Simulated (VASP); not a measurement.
# ScAl3 (Pm-3m) in VASP: a series of runs

The runs below take ScAl3 through electric field gradients, with PBE.

All numbers are computed with VASP 6.6.1; they aren't measurements. Logs are shortened: lines on timing, memory, paths and dates and some standing lists are left out, and cuts for length are marked.

## Step 1: The cell of the first run

The structure is cubic, space group Pm-3m (No. 221). Conventional cell: a = 4.088 Å, b = 4.088 Å, c = 4.088 Å, α = 90.00°, β = 90.00°, γ = 90.00°. Sc (site symmetry m-3m) has 12 Al at 2.89 Å within 3.8 Å. Within 3.8 Å of Al (site symmetry 4/mmm) lie 4 Sc at 2.89 Å and 8 Al at 2.89 Å.

## Step 2: Electric field gradients, PBE

The input, INCAR:

```
SYSTEM = ScAl3
PREC = Accurate ; ENCUT = 400
EDIFF = 1E-8 ; ISMEAR = 0
SIGMA = 0.05 ; LREAL = .FALSE.
LASPH = .TRUE. ; NELM = 120
ALGO = Normal ; ISIF = 2
LWAVE = .FALSE. ; LCHARG = .FALSE.
GGA = PE ; LEFG = .TRUE.
NBANDS = 18 ; GGA_COMPAT = .FALSE.
```

The input, KPOINTS:

```
regular mesh
0
G
  10 10 10
  0 0 0
```

The input, POSCAR:

```
ScAl3
1.0
    4.0878065700      0.0000000000      0.0000000000
    0.0000000000      4.0878065700      0.0000000000
    0.0000000000      0.0000000000      4.0878065700
Sc Al
1 3
Direct
    0.0000000000      0.0000000000      0.0000000000
    0.5000000000      0.0000000000      0.5000000000
    0.0000000000      0.5000000000      0.5000000000
    0.5000000000      0.5000000000      0.0000000000
```

Potentials or basis: VASP PAW PBE potentials, release 64 (Sc_sv, Al).

Run with:

```bash
$ cat potpaw_PBE.64/Sc_sv/POTCAR potpaw_PBE.64/Al/POTCAR > POTCAR
$ mpirun -np 1 vasp_std > vasp.out
```

OUTCAR:

```text
SYSTEM = ScAl3
   PREC = Accurate
   ENCUT = 400
   EDIFF = 1E-8
   ISMEAR = 0
   LREAL = .FALSE.
   LASPH = .TRUE.
   NELM = 120
   ISIF = 2
   GGA = PE

 ion  position               nearest neighbor table
   1  0.000  0.000  0.000-   2 2.89   3 2.89   4 2.89   2 2.89   3 2.89   3 2.89   4 2.89   3 2.89
                             2 2.89   4 2.89   2 2.89   4 2.89
   2  0.500  0.000  0.500-   1 2.89   3 2.89   4 2.89   1 2.89   4 2.89   3 2.89   4 2.89   4 2.89
                             1 2.89   3 2.89   1 2.89   3 2.89
   3  0.000  0.500  0.500-   1 2.89   2 2.89   4 2.89   1 2.89   4 2.89   1 2.89   2 2.89   1 2.89
                             2 2.89   4 2.89   4 2.89   2 2.89
   4  0.500  0.500  0.000-   1 2.89   2 2.89   3 2.89   2 2.89   3 2.89   1 2.89   2 2.89   2 2.89
                             1 2.89   3 2.89   3 2.89   1 2.89

  LATTYP: Found a simple cubic cell.
 ALAT       =     4.0878065700

  Lattice vectors:

 A1 = (   4.0878065700,   0.0000000000,   0.0000000000)
 A2 = (   0.0000000000,   4.0878065700,   0.0000000000)
 A3 = (   0.0000000000,   0.0000000000,   4.0878065700)

Analysis of symmetry for initial positions (statically):
=====================================================================
 Subroutine PRICEL returns:
 Original cell was already a primitive cell.

 Routine SETGRP: Setting up the symmetry group for a
 simple cubic supercell.

 Subroutine GETGRP returns: Found 48 space group operations
[... 9 lines left out ...]

 Routine SETGRP: Setting up the symmetry group for a
 simple cubic supercell.

 Subroutine GETGRP returns: Found 48 space group operations
[... 11 lines left out ...]
                                     Primitive cell

  volume of cell :      68.3079

  direct lattice vectors                    reciprocal lattice vectors
     4.087806570  0.000000000  0.000000000     0.244629970  0.000000000  0.000000000
     0.000000000  4.087806570  0.000000000     0.000000000  0.244629970  0.000000000
     0.000000000  0.000000000  4.087806570     0.000000000  0.000000000  0.244629970

  length of vectors
     4.087806570  4.087806570  4.087806570     0.244629970  0.244629970  0.244629970

  position of ions in fractional coordinates (direct lattice)
     0.000000000  0.000000000  0.000000000
     0.500000000  0.000000000  0.500000000
     0.000000000  0.500000000  0.500000000
     0.500000000  0.500000000  0.000000000

  ion indices of the primitive-cell ions
   primitive index   ion index
                 1           1
                 2           2
                 3           3
                 4           4

----------------------------------------------------------------------------------------

 KPOINTS: regular mesh

Automatic generation of k-mesh.
 Grid dimensions read from file:
 generate k-points for:   10   10   10

 Generating k-lattice:

  Cartesian coordinates                     Fractional coordinates (reciprocal lattice)
     0.024462997  0.000000000  0.000000000     0.100000000  0.000000000  0.000000000
     0.000000000  0.024462997  0.000000000     0.000000000  0.100000000  0.000000000
     0.000000000  0.000000000  0.024462997     0.000000000  0.000000000  0.100000000

  Length of vectors
     0.024462997  0.024462997  0.024462997

  Shift w.r.t. Gamma in fractional coordinates (k-lattice)
     0.000000000  0.000000000  0.000000000

 Subroutine IBZKPT returns following result:
 ===========================================

 Found     56 irreducible k-points:

 Following reciprocal coordinates:
            Coordinates               Weight
  0.000000  0.000000  0.000000      1.000000
  0.100000  0.000000  0.000000      6.000000
  0.200000  0.000000  0.000000      6.000000
  0.300000  0.000000  0.000000      6.000000
  0.400000  0.000000  0.000000      6.000000
  0.500000  0.000000  0.000000      3.000000
[... 16 lines left out ...]
  0.200000  0.100000  0.100000     24.000000
  0.300000  0.100000  0.100000     24.000000
 [... further k-points ...]
   k-points           NKPTS =     56   k-points in BZ     NKDIM =     56   number of bands    NBANDS=     18
   number of dos      NEDOS =    301   number of ions     NIONS =      4
   total plane-waves  NPLWV =  21952
   dimension x,y,z NGX =    28 NGY =   28 NGZ =   28
   dimension x,y,z NGXF=    56 NGYF=   56 NGZF=   56
   ions per type =               1   3
   NGX,Y,Z   is equivalent  to a cutoff of  11.39, 11.39, 11.39 a.u.
   NGXF,Y,Z  is equivalent  to a cutoff of  22.77, 22.77, 22.77 a.u.
 SYSTEM =  ScAl3
   PREC   = accura    normal or accurate (medium, high low for compatibility)
   ISTART =      0    job   : 0-new  1-cont  2-samecut
   ICHARG =      2    charge: 1-file 2-atom 10-const
   ISPIN  =      1    spin polarized calculation?
   LNONCOLLINEAR =      F non collinear calculations
   LSORBIT =      F    spin-orbit coupling
   LASPH  =      T    aspherical Exc in radial PAW
   ENCUT  =  400.0 eV  29.40 Ry    5.42 a.u.   6.67  6.67  6.67*2*pi/ulx,y,z
   NELM   =    120;   NELMIN=  2; NELMDL= -5     # of ELM steps
   EDIFF  = 0.1E-07   stopping-criterion for ELM
   LREAL  =      F    real-space projection
   EDIFFG = 0.1E-06   stopping-criterion for IOM
   NSW    =      0    number of steps for IOM
   IBRION =     -1    ionic relax: 0-MD 1-quasi-New 2-CG
   NFREE  =      0    steps in history (QN), initial steepest desc. (CG)
   ISIF   =      2    stress and relaxation
   ISYM   =      2    0-nonsym 1-usesym 2-fastsym
   POTIM  = 0.5000    time-step for ionic-motion
   TEBEG  =    0.0;   TEEND  =   0.0 temperature during run
   PSTRESS=    0.0 pullay stress
   NELECT =      20.0000    total number of electrons
   NUPDOWN=      -1.0000    fix difference up-down
   EMIN   =  10.00;   EMAX   =-10.00  energy-range for DOS
   EFERMI =   0.00;   METHOD = LEGACY
   ISMEAR =     0;   SIGMA  =   0.05  broadening in eV -4-tet -1-fermi 0-gaus
   EFERMI_NEDOS =   21; number of points for ismear=-14 and -15
   IALGO  =     38    algorithm
   IMIX   =      4    mixing-type and parameters
     AMIX     =   0.40;   BMIX     =  1.00
     AMIX_MAG =   1.60;   BMIX_MAG =  1.00
  volume/ion in A,a.u.               =      17.08       115.24
  Fermi-wavevector in a.u.,A,eV,Ry     =   1.087079  2.054282 16.078563  1.181741
  Thomas-Fermi vector in A             =   2.223230
   LORBIT       =      0    0 simple, 1 ext, 2 COOP (PROOUT), +10 PAW based schemes
   GGA     = PE    functional components
   LHFCALC =     F    Hartree Fock is set to
   AEXX    =    0.0000 exact exchange contribution
   IVDW    =     0    specifies the selected vdW correction
   LEPSILON=     F    determine dielectric tensor
   LRPA    =     F    only Hartree local field effects (RPA)
 non-spin polarized calculation
 Gauss-broadening in eV      SIGMA  =   0.05
  energy-cutoff  :      400.00
  volume of cell :       68.31
 maximum number of plane-waves:      1267
 NGX is ok and might be reduce to    28
   NGX = 13   NGY = 13   NGZ = 13

 number of electron      19.9999993 magnetization

 Free energy of the ion-electron system (eV)
  ---------------------------------------------------
  ext. energy  EPLUGINS =         0.00000000
  ---------------------------------------------------
  free energy    TOTEN  =       -19.29354239 eV

  energy without entropy =      -19.29220853  energy(sigma->0) =      -19.29287546

 E-fermi :   7.2935     XC(G=0): -10.4166

 val. band max:        7.2420819801   @ k =   0.5000   0.1000   0.1000
 cond. band min:       7.3040638765   @ k =   0.3000   0.0000   0.0000
 fundamental gap:      0.0619818964
 Fermi energy:         7.2935194757

 k-point     1 :       0.0000    0.0000    0.0000
  band No.  band energies     occupation
      1     -41.6911      2.00000
      2     -20.3971      2.00000
      3     -20.3971      2.00000
      4     -20.3971      2.00000
      5      -2.7583      2.00000
      6       4.6546      2.00000
[... 10 lines left out ...]
     17      12.5719      0.00000
     18      12.5719      0.00000

 k-point     2 :       0.1000    0.0000    0.0000
  band No.  band energies     occupation
      1     -41.6911      2.00000
      2     -20.4002      2.00000
      3     -20.3968      2.00000
      4     -20.3968      2.00000
      5      -2.6661      2.00000
      6       3.8752      2.00000
[... 10 lines left out ...]
     17      12.6449      0.00000
     18      12.6449      0.00000

 k-point     3 :       0.2000    0.0000    0.0000
  band No.  band energies     occupation
      1     -41.6908      2.00000
      2     -20.4083      2.00000
      3     -20.3962      2.00000
      4     -20.3962      2.00000
      5      -2.3922      2.00000
      6       2.7192      2.00000
[... 10 lines left out ...]
     17      12.5071      0.00000
     18      12.6051      0.00000

 k-point     4 :       0.3000    0.0000    0.0000
  band No.  band energies     occupation
      1     -41.6902      2.00000
      2     -20.4183      2.00000
      3     -20.3954      2.00000
      4     -20.3954      2.00000
      5      -1.9467      2.00000
      6       1.5810      2.00000
[... 10 lines left out ...]
     17      11.9576      0.00000
     18      13.1173      0.00000

 k-point     5 :       0.4000    0.0000    0.0000
  band No.  band energies     occupation
      1     -41.6899      2.00000
      2     -20.4263      2.00000
      3     -20.3948      2.00000
      4     -20.3948      2.00000
      5      -1.3593      2.00000
      6       0.5622      2.00000
[... 10 lines left out ...]
     17      11.4832      0.00000
     18      12.5985      0.00000

 k-point     6 :       0.5000    0.0000    0.0000
  band No.  band energies     occupation
      1     -41.6898      2.00000
      2     -20.4294      2.00000
      3     -20.3945      2.00000
      4     -20.3945      2.00000
      5      -0.8882      2.00000
      6      -0.0547      2.00000
[... 307 lines left out ...]
 k-point    21 :       0.5000    0.5000    0.0000
  band No.  band energies     occupation
      1     -41.6885      2.00000
      2     -20.4249      2.00000
      3     -20.4249      2.00000
      4     -20.3920      2.00000
      5       0.5197      2.00000
      6       1.6375      2.00000
[... 10 lines left out ...]
     17      12.5903      0.00000
     18      12.6421      0.00000

 k-point    22 :       0.1000    0.1000    0.1000
  band No.  band energies     occupation
      1     -41.6909      2.00000
      2     -20.4000      2.00000
      3     -20.3995      2.00000
      4     -20.3995      2.00000
      5      -2.4832      2.00000
      6       3.8607      2.00000
[... 10 lines left out ...]
     17      12.8006      0.00000
     18      12.8751      0.00000

 k-point    23 :       0.2000    0.1000    0.1000
  band No.  band energies     occupation
      1     -41.6905      2.00000
      2     -20.4077      2.00000
      3     -20.3991      2.00000
      4     -20.3988      2.00000
      5      -2.2127      2.00000
      6       2.8504      2.00000
[... 10 lines left out ...]
     17      12.2812      0.00000
     18      12.6647      0.00000

 k-point    24 :       0.3000    0.1000    0.1000
  band No.  band energies     occupation
      1     -41.6900      2.00000
      2     -20.4176      2.00000
      3     -20.3983      2.00000
      4     -20.3979      2.00000
      5      -1.7730      2.00000
      6       1.7342      2.00000
[... 10 lines left out ...]
     17      12.0921      0.00000
     18      12.8704      0.00000

 [... further k-points ...]
[... 5 lines left out ...]
  --------------------------------------------------------------------------------------
  -------------------------------------------------------------------------------------
  Total        0.4715220      0.4715220      0.4715220      0.0000000      0.0000000      0.0000000
  in kB       11.0596548     11.0596548     11.0596548      0.0000000      0.0000000      0.0000000
  external PRESSURE =      11.0596548 kB  Pullay stress =       0.0000000 kB

 VOLUME and BASIS-vectors are now :
 -----------------------------------------------------------------------------
  energy-cutoff  :      400.00
  volume of cell :       68.31
      direct lattice vectors                 reciprocal lattice vectors
     4.087806570  0.000000000  0.000000000     0.244629970  0.000000000  0.000000000
     0.000000000  4.087806570  0.000000000     0.000000000  0.244629970  0.000000000
     0.000000000  0.000000000  4.087806570     0.000000000  0.000000000  0.244629970

 POSITION                                       TOTAL-FORCE (eV/Angst)
 -----------------------------------------------------------------------------------
      0.00000      0.00000      0.00000         0.000000      0.000000      0.000000
      2.04390      0.00000      2.04390         0.000000      0.000000      0.000000
      0.00000      2.04390      2.04390         0.000000      0.000000      0.000000
      2.04390      2.04390      0.00000         0.000000      0.000000      0.000000
 -----------------------------------------------------------------------------------
    total drift:                               -0.000000     -0.000000     -0.000000

  FREE ENERGIE OF THE ION-ELECTRON SYSTEM (eV)
  ---------------------------------------------------
  free  energy   TOTEN  =       -19.2935423919 eV

  energy  without entropy=      -19.2922085262  energy(sigma->0) =      -19.29287546

 Electric field gradients (V/A^2)
---------------------------------------------------------------------
 ion       V_xx      V_yy      V_zz      V_xy      V_xz      V_yz
---------------------------------------------------------------------
   1      -0.000     0.000    -0.000    -0.000    -0.000     0.000
   2      -9.707    19.414    -9.707     0.000     0.000     0.000
   3      19.414    -9.707    -9.707     0.000     0.000    -0.000
   4      -9.707    -9.707    19.414     0.000     0.000     0.000
---------------------------------------------------------------------

 Electric field gradients after diagonalization (V/A^2)
 (convention: |V_zz| > |V_xx| > |V_yy|)
----------------------------------------------------------------------
 ion       V_xx      V_yy      V_zz     asymmetry (V_yy - V_xx)/ V_zz
----------------------------------------------------------------------
   1      -0.000     0.000    -0.000      -0.344
   2      -9.707    -9.707    19.414       0.000
   3      -9.707    -9.707    19.414       0.000
   4      -9.707    -9.707    19.414       0.000
----------------------------------------------------------------------

           NMR quadrupolar parameters

 Cq : quadrupolar parameter    Cq=e*Q*V_zz/h
 eta: asymmetry parameters     (V_yy - V_xx)/ V_zz
 Q  : nuclear electric quadrupole moment in mb (millibarn)
----------------------------------------------------------------------
 ion       Cq(MHz)       eta       Q (mb)
----------------------------------------------------------------------
   1      -0.000      -0.344       1.000
   2       0.047       0.000       1.000
   3       0.047       0.000       1.000
   4       0.047       0.000       1.000
----------------------------------------------------------------------
```

Run time: 42 s. Hardware: 1 thread of Intel Xeon 6975P-C, shared host; peak memory 0.18 GiB.

What came out:

```
Free energy            : -19.2935 eV
Pressure               : 1.1 GPa
Band gap on the k mesh : zero (band 10 reaches 8.14 eV, above the bottom of band 11 at 4.32 eV)
```

Levels at points of the mesh, in eV from the Fermi level:
| k point | band 8 | band 9 | band 10 | band 11 | band 12 | band 13 |
| --- | --- | --- | --- | --- | --- | --- |
| (0.00, 0.00, 0.00) | -1.84 | -1.84 | -1.84 | 1.24 | 1.29 | 1.29 |
| (0.50, 0.00, 0.00) | -1.74 | -1.49 | 0.85 | 0.98 | 0.98 | 1.34 |
| (0.50, 0.50, 0.00) | -4.38 | -0.55 | -0.55 | 1.18 | 1.36 | 2.07 |
| (0.50, 0.50, 0.50) | -4.50 | -2.98 | -2.98 | -2.98 | 0.95 | 2.60 |

Electric field gradients, principal values (V/Å²):
```tsv
atom	least	middle	greatest (by size)
1 Sc	0.000	0.000	0.000
2 Al	-9.707	-9.707	19.414
3 Al	-9.707	-9.707	19.414
4 Al	-9.707	-9.707	19.414
```

Caveat: without QUAD_EFG the Cq values of the log hold for a quadrupole moment of 1 mb, not for the nuclei.

(Continued in part 2 of 2.)
